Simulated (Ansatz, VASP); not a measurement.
**Two plane-wave programs on Sr**

```xyz
1
Lattice="0.0000 3.0660 3.0660 3.0660 0.0000 3.0660 3.0660 3.0660 0.0000" Properties=species:S:1:pos:R:3 pbc="T T T"
Sr    0.0000    0.0000    0.0000
```

Alike in both runs: task single point; functional revPBE; k mesh 15 × 15 × 15; occupations fermi-dirac, width 0.1 eV; no spin polarisation.

|  | VASP | Ansatz |
| --- | --- | --- |
| version | VASP 6.6.1 | Ansatz 0.2.0 |
| potentials or method | VASP PAW PBE potentials, release 64 (Sr_sv), cutoff 520 eV | plane waves (420 eV) with PAW, scalar-relativistic |
| valence electrons in the cell | 10 | 10 |

|  | VASP | Ansatz | Ansatz less VASP |
| --- | --- | --- | --- |
| pressure (GPa) | 0.0 | 0.0 | -0.01 |

VASP's potentials were made for PBE, not for revPBE. The functional is the same, so the differences come from potentials, cutoffs and numerics.
